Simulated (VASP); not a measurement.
A run of VASP 6.6.1:

The input INCAR:

```
SYSTEM = CuO
PREC = Accurate
ENCUT = 520
EDIFF = 1E-7
ISMEAR = 0
SIGMA = 0.1
LREAL = .False.
LASPH = .True.
NELM = 100
ALGO = Normal
ISIF = 2
LWAVE = .False.
LCHARG = .True.
GGA = PE
LELF = .True.
LVHAR = .True.
NBANDS = 25
ISYM = 0
```

File KPOINTS:

```
Automatic mesh
0
Gamma
  12 6 13
  0 0 0
```

POSCAR

```
CuO
1.0
    2.9487853379      0.0000000000      0.0000000000
   -0.0065615440      5.9349027735      0.0000000000
   -0.0075954162      1.4645962699      2.5593426979
Cu O
2 2
Direct
    0.0000000000      0.0000000000      0.5000000000
    0.5000000000      0.5000000000      0.5000000000
    0.4999171481      0.2500000000      0.2499171481
    0.5000828519      0.7500000000      0.7500828519
```

Potentials or basis: VASP PAW PBE potentials, release 64 (Cu, O).

Launch:

```sh
$ cat potpaw_PBE.64/Cu/POTCAR potpaw_PBE.64/O/POTCAR > POTCAR
$ mpirun -np 1 vasp_std > vasp.out
```

Hardware: 1 thread of Intel(R) Xeon(R) Platinum 8259CL CPU @ 2.50GHz (Skylake/Cascade Lake), on a shared host.

**Question.** Estimate the wall time of this run.

**Answer.** Run time: 7.9 min on 1 thread of Intel(R) Xeon(R) Platinum 8259CL CPU @ 2.50GHz (Skylake/Cascade Lake), on a shared host, peak memory 0.52 GiB. Counts: scf iterations 17, k points 470.
